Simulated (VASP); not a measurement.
C, 6 atoms in the cell. It takes space group P4_2/mmc (No. 131, tetragonal). Conventional cell: a = 2.596 Å, b = 2.596 Å, c = 5.994 Å, α = 90.00°, β = 90.00°, γ = 90.00°. Within 1.8 Å of C (site symmetry 2mm) lie 3 C at 1.34 to 1.54 Å. Within 2.1 Å of C (site symmetry -4m2) lie 4 C at 1.54 Å. The cell was built from a structure type or drawn by symmetry, and may not be a known phase.

- Program: VASP 6.6.1
- Task: relaxation of cell and atoms
- Functional: PBE
- Potentials or basis: VASP PAW PBE potentials, release 64 (C)
- Cutoff: 600 eV
- k mesh: 14 × 14 × 6
- Occupations: gaussian, width 0.1 eV
- Spin: no spin polarisation
- Dipole correction: no
- Further INCAR settings: ALGO = Normal; EDIFF = 1e-07; IBRION = 2; EDIFFG = -0.01; NSW = 100; ISIF = 3

Potentials or basis: VASP PAW PBE potentials, release 64 (C).

Run with:

```bash
$ cat potpaw_PBE.64/C/POTCAR > POTCAR
$ mpirun -np 1 vasp_std > vasp.out
```

Hardware: 1 thread of Intel Xeon 8259CL, with other jobs on the host.

Q: Estimate the wall time of this run.

A: Wall time 5.9 min on 1 thread of Intel Xeon 8259CL, with other jobs on the host, peak memory 0.22 GiB. Counts: scf iterations 41, k points 144, ion steps 5.
